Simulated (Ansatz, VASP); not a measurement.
**Ru: VASP beside Ansatz**

```
Ru
1.0
    -1.50928    1.50928    1.50928
     1.50928   -1.50928    1.50928
     1.50928    1.50928   -1.50928
Ru
1
Direct
  0.00000 0.00000 0.00000
```

Alike in both runs: task single point; functional r2SCAN; k mesh 20 × 20 × 20; occupations gaussian, width 0.1 eV; no spin polarisation.

|  | VASP | Ansatz |
| --- | --- | --- |
| version | VASP 6.6.1 | Ansatz 0.2.0 |
| potentials or method | VASP PAW PBE potentials, release 64 (Ru_pv), cutoff 550 eV | scalar-relativistic, plane waves, PAW |
| valence electrons in the cell | 14 | 16 |

```tsv
	VASP	Ansatz	Ansatz less VASP
gap on the k mesh at the Fermi level (eV)	none	none	-
pressure (GPa)	5.6	4.5	-1.05
```

VASP's potentials were made for PBE, not for r2SCAN. A gap of «none» marks a metal or a gap that the smearing closes. VASP's potentials hold 14 valence electrons a cell and Ansatz's 16, so a difference there can come from the potentials and not from the codes.
